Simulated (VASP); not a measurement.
Set up this calculation in VASP 6.6.1, as the native input.

```yaml
Task: single point
Functional: revPBE
Potentials_or_basis: VASP PAW PBE potentials, release 64 (Re)
Cutoff: 520 eV
k_mesh: 21 × 21 × 12
Occupations: fermi-dirac, width 0.1 eV
Spin: no spin polarisation
Dipole_correction: no
Further_INCAR_settings: ALGO = Normal; EDIFF = 1e-06; NBANDS = 14
```

The structure of Re lies in POSCAR:

```
Re
1.0
    2.6676525781      0.0000000000      0.0000000000
   -1.3338262890      2.3102549011      0.0000000000
    0.0000000000      0.0000000000      4.3035232879
Re
2
Direct
    0.3333333333      0.6666666667      0.2500000000
    0.6666666667      0.3333333333      0.7500000000
```

The input as run:

INCAR

```
PREC = Accurate ; ENCUT = 520
EDIFF = 1E-6 ; ISMEAR = -1
SIGMA = 0.1 ; LREAL = F
LASPH = T ; NELM = 100
ALGO = Normal ; ISIF = 2
LWAVE = F ; LCHARG = F
GGA = RE ; NBANDS = 14
```

KPOINTS

```
regular mesh
0
Gamma
  21 21 12
```

Potentials or basis: VASP PAW PBE potentials, release 64 (Re).

Command:

```sh
$ cat potpaw_PBE.64/Re/POTCAR > POTCAR
$ mpirun -np 1 vasp_std > vasp.out
```

Results of the run:

```
Pressure               : 60.7 GPa
Band gap on the k mesh : zero (bands 7 and 8 overlap by 3.94 eV)
```

Caveat: the cell stands under pressure; the PAW data sets were made with another functional, which shifts forces and pressure a little; spin-orbit coupling is left out, which moves the levels of the heavy elements.

Run time: 47 s on 1 thread of Intel(R) Xeon(R) 6975P-C (Granite Rapids), on a shared host, peak memory 0.22 GiB.
